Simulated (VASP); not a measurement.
Input of a VASP 6.6.1 run:

Contents of POSCAR:

```
SnO
1.0
    3.3031148596      0.0000000000      0.0000000000
    0.0000000000      5.7577051009      0.0000000000
    0.0000000000      0.0000000000      4.0008069970
Sn O
2 2
Direct
    0.0000000000      0.2294420234      0.5172649392
    0.5000000000      0.7705579766      0.0172649392
    0.0000000000      0.8935339390      0.7327360608
    0.5000000000      0.1064660610      0.2327360608
```

The input INCAR.step1:

```
ALGO     = Normal         # electronic algorithm
EDIFF    = 1E-5           # SCF threshold, eV
ENCUT    = 520            # plane-wave cutoff, eV
GGA      = PE             # functional
ISIF     = 2              # what is computed and relaxed
ISMEAR   = 0              # smearing method
LASPH    = T              # aspherical terms in the spheres
LCHARG   = F              # write CHGCAR
LREAL    = F              # projectors in reciprocal space
LWAVE    = T              # write WAVECAR
NBANDS   = 28             # bands
NELM     = 60             # most SCF steps
PREC     = Accurate       # precision mode
SIGMA    = 0.05           # smearing width, eV
```

INCAR.step2

```
ALGO     = Normal         # electronic algorithm
EDIFF    = 1E-6           # SCF threshold, eV
ENCUT    = 520            # plane-wave cutoff, eV
GGA      = PE             # functional
HFSCREEN = 0.2079         # screening, 1/A
ISIF     = 2              # what is computed and relaxed
ISMEAR   = 0              # smearing method
ISTART   = 1            
LASPH    = T              # aspherical terms in the spheres
LCHARG   = F              # write CHGCAR
LHFCALC  = T              # exact exchange
LREAL    = F              # projectors in reciprocal space
LWAVE    = F              # write WAVECAR
NBANDS   = 28             # bands
NELM     = 60             # most SCF steps
PREC     = Accurate       # precision mode
PRECFOCK = Normal       
SIGMA    = 0.05           # smearing width, eV
```

File KPOINTS:

```
k-points
0
Gamma
  4 2 4
```

Potentials or basis: VASP PAW PBE potentials, release 64 (Sn_d, O).

The run is started by

```console
$ cat potpaw_PBE.64/Sn_d/POTCAR potpaw_PBE.64/O/POTCAR > POTCAR
$ cp INCAR.step1 INCAR
$ mpirun -np 1 vasp_std > vasp.out
$ cp INCAR.step2 INCAR
$ mpirun -np 1 vasp_std > vasp.out
```

Task: Predict the band gap on the k mesh.

Result: 2.64 eV (least direct gap 3.46 eV).

Task: Estimate the pressure.

Result: 0.8 GPa.

Forces in eV/Å, atoms in the order of the input:
```
Sn   0.000 -0.012 -0.037
Sn   0.000  0.012 -0.037
O    0.000 -0.004  0.037
O    0.000  0.004  0.037
```

Caveat: the k points lie up to 0.55 Å⁻¹ apart; the PAW data sets were made with another functional, which shifts forces and pressure a little; spin-orbit coupling is left out, which moves the levels of the heavy elements. A k mesh can miss the band edges.
